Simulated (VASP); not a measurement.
# BP (F-43m) in VASP: a series of runs

The runs below take BP through single point, with PBEsol.

All numbers are computed with VASP 6.6.1; they aren't measurements. Logs are shortened: lines on timing, memory, paths and dates and some standing lists are left out, and cuts for length are marked.

## (1) The cell of the first run

It takes space group F-43m (No. 216, cubic). The conventional cell has a = 4.495 Å, b = 4.495 Å, c = 4.495 Å, α = 90.00°, β = 90.00°, γ = 90.00°. B (site symmetry -43m) has 4 P at 1.95 Å within 2.6 Å. Within 2.6 Å of P (site symmetry -43m) lie 4 B at 1.95 Å.

## (2) Single point, PBEsol

Input file INCAR:

```
ALGO = Normal
EDIFF = 1E-6
ENCUT = 520
GGA = PS
ISIF = 2
ISMEAR = 0
LASPH = T
LCHARG = F
LREAL = F
LWAVE = F
NBANDS = 11
NELM = 100
PREC = Accurate
SIGMA = 0.01
```

Input file KPOINTS:

```
k-points
0
Gamma
  10 10 10
```

Input file POSCAR:

```
BP
1.0
    0.0000000000      2.2472913717      2.2472913717
    2.2472913717      0.0000000000      2.2472913717
    2.2472913717      2.2472913717      0.0000000000
B P
1 1
Direct
    0.0000000000      0.0000000000      0.0000000000
    0.7500000000      0.7500000000      0.7500000000
```

Potentials or basis: VASP PAW PBE potentials, release 64 (B, P).

Command:

```sh
cat potpaw_PBE.64/B/POTCAR potpaw_PBE.64/P/POTCAR > POTCAR
mpirun -np 1 vasp_std > vasp.out
```

OUTCAR:

```text
EDIFF = 1E-6
   ENCUT = 520
   GGA = PS
   ISIF = 2
   ISMEAR = 0
   LASPH = T
   LREAL = F
   NELM = 100
   PREC = Accurate

 ion  position               nearest neighbor table
   1  0.000  0.000  0.000-   2 1.95   2 1.95   2 1.95   2 1.95
   2  0.750  0.750  0.750-   1 1.95   1 1.95   1 1.95   1 1.95

  LATTYP: Found a face centered cubic cell.
 ALAT       =     4.4945827434

  Lattice vectors:

 A1 = (   0.0000000000,   2.2472913717,   2.2472913717)
 A2 = (   2.2472913717,   0.0000000000,   2.2472913717)
 A3 = (   2.2472913717,   2.2472913717,   0.0000000000)

Analysis of symmetry for initial positions (statically):
=====================================================================
 Subroutine PRICEL returns:
 Original cell was already a primitive cell.

 Routine SETGRP: Setting up the symmetry group for a
 face centered cubic supercell.

 Subroutine GETGRP returns: Found 24 space group operations
 (whereof 24 operations were pure point group operations)
 out of a pool of 48 trial point group operations.

The static configuration has the point symmetry T_d .

Analysis of symmetry for dynamics (positions and initial velocities):
=====================================================================
 Subroutine PRICEL returns:
 Original cell was already a primitive cell.

 Routine SETGRP: Setting up the symmetry group for a
 face centered cubic supercell.

 Subroutine GETGRP returns: Found 24 space group operations
 (whereof 24 operations were pure point group operations)
 out of a pool of 48 trial point group operations.

The dynamic configuration has the point symmetry T_d .

 Subroutine INISYM returns: Found 24 space group operations
 (whereof 24 operations are pure point group operations),
 and found     1 'primitive' translations

----------------------------------------------------------------------------------------

                                     Primitive cell

  volume of cell :      22.6991

  direct lattice vectors                    reciprocal lattice vectors
     0.000000000  2.247291372  2.247291372    -0.222490064  0.222490064  0.222490064
     2.247291372  0.000000000  2.247291372     0.222490064 -0.222490064  0.222490064
     2.247291372  2.247291372  0.000000000     0.222490064  0.222490064 -0.222490064

  length of vectors
     3.178149936  3.178149936  3.178149936     0.385364094  0.385364094  0.385364094

  position of ions in fractional coordinates (direct lattice)
     0.000000000  0.000000000  0.000000000
     0.750000000  0.750000000  0.750000000

[... 79 lines left out ...]
   NSW    =      0    number of steps for IOM
   IBRION =     -1    ionic relax: 0-MD 1-quasi-New 2-CG
   NFREE  =      0    steps in history (QN), initial steepest desc. (CG)
   ISIF   =      2    stress and relaxation
   ISYM   =      2    0-nonsym 1-usesym 2-fastsym
   POTIM  = 0.5000    time-step for ionic-motion
   TEBEG  =    0.0;   TEEND  =   0.0 temperature during run
   PSTRESS=    0.0 pullay stress
   NELECT =       8.0000    total number of electrons
   NUPDOWN=      -1.0000    fix difference up-down
   EMIN   =  10.00;   EMAX   =-10.00  energy-range for DOS
   EFERMI =   0.00;   METHOD = LEGACY
   ISMEAR =     0;   SIGMA  =   0.01  broadening in eV -4-tet -1-fermi 0-gaus
   EFERMI_NEDOS =   21; number of points for ismear=-14 and -15
   IALGO  =     38    algorithm
   IMIX   =      4    mixing-type and parameters
     AMIX     =   0.40;   BMIX     =  1.00
     AMIX_MAG =   1.60;   BMIX_MAG =  1.00
  volume/ion in A,a.u.               =      11.35        76.59
  Fermi-wavevector in a.u.,A,eV,Ry     =   1.156384  2.185249 18.194040  1.337224
  Thomas-Fermi vector in A             =   2.293005
   LORBIT       =      0    0 simple, 1 ext, 2 COOP (PROOUT), +10 PAW based schemes
   GGA     = PS    functional components
   LHFCALC =     F    Hartree Fock is set to
   AEXX    =    0.0000 exact exchange contribution
   IVDW    =     0    specifies the selected vdW correction
   LEPSILON=     F    determine dielectric tensor
   LRPA    =     F    only Hartree local field effects (RPA)
 non-spin polarized calculation
 Gauss-broadening in eV      SIGMA  =   0.01
  energy-cutoff  :      520.00
  volume of cell :       22.70
 maximum number of plane-waves:       620
   NGX = 11   NGY = 11   NGZ = 11

 number of electron       8.0000001 magnetization

 Free energy of the ion-electron system (eV)
  ---------------------------------------------------
  ext. energy  EPLUGINS =         0.00000000
  ---------------------------------------------------
  free energy    TOTEN  =       -13.66959902 eV

  energy without entropy =      -13.66959902  energy(sigma->0) =      -13.66959902

 E-fermi :   7.8473     XC(G=0): -11.1676

 val. band max:        7.7497888457   @ k =   0.0000   0.0000   0.0000
 cond. band min:       8.8431131244   @ k =   0.4000   0.4000   0.0000
 fundamental gap:      1.0933242787
 Fermi energy:         7.8473414479

 k-point     1 :       0.0000    0.0000    0.0000
  band No.  band energies     occupation
      1      -8.0081      2.00000
      2       7.7498      2.00000
      3       7.7498      2.00000
      4       7.7498      2.00000
      5      11.1508      0.00000
      6      11.1508      0.00000
      7      11.1508      0.00000
      8      15.5328      0.00000
      9      19.1932      0.00000
     10      19.9569      0.00000
     11      19.9569      0.00000
[... 309 lines left out ...]
 k-point    24 :       0.4000    0.3000    0.0000
  band No.  band energies     occupation
      1      -4.9810      2.00000
      2       1.5226      2.00000
      3       3.5524      2.00000
      4       4.1154      2.00000
      5       9.4401      0.00000
      6      11.2381      0.00000
      7      17.3898      0.00000
      8      17.4126      0.00000
      9      22.0215      0.00000
     10      23.1793      0.00000
     11      25.0901      0.00000

 [... further k-points ...]
[... 5 lines left out ...]
  --------------------------------------------------------------------------------------
  -------------------------------------------------------------------------------------
  Total        0.4365121      0.4365121      0.4365121      0.0000000      0.0000000     -0.0000000
  in kB       30.8104967     30.8104967     30.8104967      0.0000000      0.0000000     -0.0000000
  external PRESSURE =      30.8104967 kB  Pullay stress =       0.0000000 kB

 VOLUME and BASIS-vectors are now :
 -----------------------------------------------------------------------------
  energy-cutoff  :      520.00
  volume of cell :       22.70
      direct lattice vectors                 reciprocal lattice vectors
     0.000000000  2.247291372  2.247291372    -0.222490064  0.222490064  0.222490064
     2.247291372  0.000000000  2.247291372     0.222490064 -0.222490064  0.222490064
     2.247291372  2.247291372  0.000000000     0.222490064  0.222490064 -0.222490064

 POSITION                                       TOTAL-FORCE (eV/Angst)
 -----------------------------------------------------------------------------------
      0.00000      0.00000      0.00000        -0.000000     -0.000000     -0.000000
      3.37094      3.37094      3.37094         0.000000      0.000000      0.000000
 -----------------------------------------------------------------------------------
    total drift:                               -0.000000     -0.000000     -0.000000

  FREE ENERGIE OF THE ION-ELECTRON SYSTEM (eV)
  ---------------------------------------------------
  free  energy   TOTEN  =       -13.6695990232 eV

  energy  without entropy=      -13.6695990232  energy(sigma->0) =      -13.66959902
```

stdout:

```text
POSCAR found type information on POSCAR B P
 POSCAR found :  2 types and       2 ions
 scaLAPACK will be used
 -----------------------------------------------------------------------------
|                                                                             |
|                                                                             |
|     You enforced a specific xc type in the INCAR file but a different       |
|     I HOPE YOU KNOW WHAT YOU ARE DOING!                                     |
|                                                                             |
 -----------------------------------------------------------------------------

 LDA part: xc-table for (Slater+PW92), standard interpolation
 POSCAR, INCAR and KPOINTS ok, starting setup
 FFT: planning ... GRIDC
 FFT: planning ... GRID_SOFT
 FFT: planning ... GRID
 WAVECAR not read
 entering main loop
```

It took 6.5 s on 1 thread of Intel Xeon Platinum 8488C (Sapphire Rapids), shared host; peak memory 0.13 GiB.

Results:

- Free energy: -13.6696 eV
- Pressure: 3.1 GPa
- Band gap on the k mesh: 1.09 eV, indirect (least direct gap 3.40 eV)

Levels at points of the mesh, in eV from the valence-band top:
```csv
k point,band 1,band 2,band 3,band 4,band 5,band 6,band 7,band 8
"(0.00, 0.00, 0.00)",-15.76,0.00,0.00,0.00,3.40,3.40,3.40,7.78
"(0.50, 0.00, 0.00)",-12.30,-9.31,-1.80,-1.80,3.91,4.67,4.67,10.03
"(0.50, 0.50, 0.00)",-10.73,-8.75,-4.25,-4.25,1.17,1.49,12.37,12.37
```

Caveat: the PAW data sets were made with another functional, which shifts forces and pressure a little. A k mesh can miss the band edges.

## (3) Single point, PBEsol (volume scaled by 0.98)

Input file INCAR:

```
SYSTEM = BP
ALGO     = Normal         ! electronic algorithm
EDIFF    = 1E-7           ! SCF threshold, eV
ENCUT    = 520            ! plane-wave cutoff, eV
GGA      = PS             ! functional
ISIF     = 2              ! what is computed and relaxed
ISMEAR   = 0              ! smearing method
LASPH    = .True.         ! aspherical terms in the spheres
LCHARG   = .False.        ! write CHGCAR
LREAL    = .False.        ! projectors in reciprocal space
LWAVE    = .False.        ! write WAVECAR
NBANDS   = 11             ! bands
NELM     = 100            ! most SCF steps
PREC     = Accurate       ! precision mode
SIGMA    = 0.01           ! smearing width, eV
```

Input file KPOINTS:

```
k-points
0
Gamma
  10 10 10
  0 0 0
```

Input file POSCAR:

```
BP
1.0
    0.0000000000      2.2449175765      2.2449175765
    2.2449175765      0.0000000000      2.2449175765
    2.2449175765      2.2449175765      0.0000000000
B P
1 1
Direct
    0.0000000000      0.0000000000      0.0000000000
    0.7500000000      0.7500000000      0.7500000000
```

Potentials or basis: VASP PAW PBE potentials, release 64 (B, P).

Command:

```sh
cat potpaw_PBE.64/B/POTCAR potpaw_PBE.64/P/POTCAR > POTCAR
mpirun -np 1 vasp_std > vasp.out
```

Run time: 5 s. Hardware: 1 thread of Intel Xeon Platinum 8488C (Sapphire Rapids), shared host; peak memory 0.13 GiB.

The run converged. Its results:

* Free energy: -13.6681 eV
* Pressure: 3.7 GPa
* Band gap on the k mesh: 1.09 eV, indirect (least direct gap 3.41 eV)

Levels at points of the mesh, in eV from the valence-band top:
| k point | band 1 | band 2 | band 3 | band 4 | band 5 | band 6 | band 7 | band 8 |
| --- | --- | --- | --- | --- | --- | --- | --- | --- |
| (0.00, 0.00, 0.00) | -15.79 | 0.00 | 0.00 | 0.00 | 3.41 | 3.41 | 3.41 | 7.83 |
| (0.50, 0.00, 0.00) | -12.31 | -9.33 | -1.81 | -1.81 | 3.93 | 4.67 | 4.67 | 10.04 |
| (0.50, 0.50, 0.00) | -10.74 | -8.77 | -4.26 | -4.26 | 1.16 | 1.49 | 12.40 | 12.40 |

Caveat: the cell differs from its parent crystal (volume scaled by 0.98); the PAW data sets were made with another functional, which shifts forces and pressure a little.

## (4) Single point, PBEsol

This run uses another cell than the first one, of 11.54 Å³/atom, 1.017 times its volume.

Input file INCAR:

```
ALGO = Normal
EDIFF = 1E-7
ENCUT = 520
GGA = PS
ISIF = 2
ISMEAR = 0
LASPH = T
LCHARG = F
LREAL = F
LWAVE = F
NBANDS = 11
NELM = 100
PREC = Accurate
SIGMA = 0.02
```

Input file KPOINTS:

```
k-points
0
Gamma
  10 10 10
```

Input file POSCAR:

```
BP
1.0
    0.0000000000      2.2600863986      2.2600863986
    2.2600863986      0.0000000000      2.2600863986
    2.2600863986      2.2600863986      0.0000000000
B P
1 1
Direct
    0.0000000000      0.0000000000      0.0000000000
    0.7500000000      0.7500000000      0.7500000000
```

Command:

```sh
cat potpaw_PBE.64/B/POTCAR potpaw_PBE.64/P/POTCAR > POTCAR
mpirun -np 1 vasp_std > vasp.out
```

Wall time 6.1 s (1 thread of Intel Xeon Platinum 8488C (Sapphire Rapids), shared host); peak memory 0.13 GiB.

It converged, with:

```yaml
Free_energy: -13.6736 eV
Pressure: 0.1 GPa
Band_gap_on_the_k_mesh: 1.12 eV, indirect (least direct gap 3.37 eV)
```

Levels at points of the mesh, in eV from the valence-band top:
| k point | band 1 | band 2 | band 3 | band 4 | band 5 | band 6 | band 7 | band 8 |
| --- | --- | --- | --- | --- | --- | --- | --- | --- |
| (0.00, 0.00, 0.00) | -15.60 | 0.00 | 0.00 | 0.00 | 3.37 | 3.37 | 3.37 | 7.52 |
| (0.50, 0.00, 0.00) | -12.21 | -9.18 | -1.78 | -1.78 | 3.80 | 4.66 | 4.66 | 9.97 |
| (0.50, 0.50, 0.00) | -10.67 | -8.66 | -4.19 | -4.19 | 1.20 | 1.51 | 12.21 | 12.21 |

Caveat: the PAW data sets were made with another functional, which shifts forces and pressure a little.

## (5) Single point, PBEsol

This run uses another cell than the first one, of 11.54 Å³/atom, 1.017 times its volume.

Input file INCAR:

```
ALGO = Normal
EDIFF = 1E-7
ENCUT = 520
GGA = PS
ISIF = 2
ISMEAR = 0
LASPH = T
LCHARG = T
LELF = T
LREAL = F
LVHAR = T
LWAVE = F
NBANDS = 11
NELM = 80
PREC = Accurate
SIGMA = 0.01
```

KPOINTS is that of step 4.

POSCAR is that of step 4.

Command:

```sh
cat potpaw_PBE.64/B/POTCAR potpaw_PBE.64/P/POTCAR > POTCAR
mpirun -np 1 vasp_std > vasp.out
```

Wall time 5.8 s (1 thread of Intel Xeon Platinum 8488C (Sapphire Rapids), shared host); peak memory 0.13 GiB.

The run converged. Its results:

```yaml
Free_energy: -13.6736 eV
Pressure: 0.1 GPa
Band_gap_on_the_k_mesh: 1.12 eV, indirect (least direct gap 3.37 eV)
```

Levels at points of the mesh, in eV from the valence-band top:
| k point | band 1 | band 2 | band 3 | band 4 | band 5 | band 6 | band 7 | band 8 | band 9 |
| --- | --- | --- | --- | --- | --- | --- | --- | --- | --- |
| (0.00, 0.00, 0.00) | -15.60 | 0.00 | 0.00 | 0.00 | 3.37 | 3.37 | 3.37 | 7.52 | 11.32 |
| (0.50, 0.00, 0.00) | -12.21 | -9.18 | -1.78 | -1.78 | 3.80 | 4.66 | 4.66 | 9.97 | 14.67 |
| (0.50, 0.50, 0.00) | -10.67 | -8.66 | -4.19 | -4.19 | 1.20 | 1.51 | 12.21 | 12.21 | 15.27 |

Caveat: the PAW data sets were made with another functional, which shifts forces and pressure a little. As with any semilocal functional, this PBEsol gap is likely too small.

## (6) Single point, PBEsol (volume scaled by 1.02)

Input file INCAR:

```
SYSTEM = BP
ALGO = Normal
EDIFF = 1E-6
ENCUT = 520
GGA = PS
ISIF = 2
ISMEAR = 0
LASPH = .True.
LCHARG = .True.
LELF = .True.
LREAL = .False.
LVHAR = .True.
LWAVE = .False.
NBANDS = 11
NELM = 60
PREC = Accurate
SIGMA = 0.01
```

Input file KPOINTS:

```
k-points
0
Gamma
  10 10 10
  0 0 0
```

Input file POSCAR:

```
BP
1.0
    0.0000000000      2.2750542944      2.2750542944
    2.2750542944      0.0000000000      2.2750542944
    2.2750542944      2.2750542944      0.0000000000
B P
1 1
Direct
    0.0000000000      0.0000000000      0.0000000000
    0.7500000000      0.7500000000      0.7500000000
```

Potentials or basis: VASP PAW PBE potentials, release 64 (B, P).

Command:

```sh
cat potpaw_PBE.64/B/POTCAR potpaw_PBE.64/P/POTCAR > POTCAR
mpirun -np 1 vasp_std > vasp.out
```

Wall time 5.5 s (1 thread of Intel Xeon Platinum 8488C (Sapphire Rapids), shared host); peak memory 0.13 GiB.

Results (log left out):

```yaml
Free_energy: -13.6694 eV
Pressure: -3.1 GPa
Band_gap_on_the_k_mesh: 1.14 eV, indirect (least direct gap 3.35 eV)
```

Levels at points of the mesh, in eV from the valence-band top:
```
           k point  band 2  band 3  band 4  band 5  band 6  band 7
(0.00, 0.00, 0.00)    0.00    0.00    0.00    3.35    3.35    3.35
(0.50, 0.00, 0.00)   -9.04   -1.76   -1.76    3.68    4.64    4.64
(0.50, 0.50, 0.00)   -8.56   -4.12   -4.12    1.24    1.52   12.02
```

Caveat: the cell differs from its parent crystal (volume scaled by 1.02); the PAW data sets were made with another functional, which shifts forces and pressure a little. A k mesh can miss the band edges.

## (7) Summary

```tsv
cell	smearing	gap on the mesh (eV)	pressure (GPa)
a = 3.178 Å, angles 60.0°, 2 atoms	gaussian 0.01 eV	1.09	3.1
a = 3.175 Å, angles 60.0°, 2 atoms	gaussian 0.01 eV	1.09	3.7
a = 3.196 Å, angles 60.0°, 2 atoms	gaussian 0.02 eV	1.12	0.1
a = 3.196 Å, angles 60.0°, 2 atoms	gaussian 0.01 eV	1.12	0.1
a = 3.217 Å, angles 60.0°, 2 atoms	gaussian 0.01 eV	1.14	-3.1
```

Alike in all rows: task single point; level PBEsol; potentials or basis VASP PAW PBE potentials, release 64 (B, P); no spin polarisation; k mesh 10 × 10 × 10; cutoff (eV) 520.

Caveats: the PAW data sets were made with another functional, which shifts forces and pressure a little.

Total energies depend on the potentials used, so only differences within one code and one set of settings carry meaning.
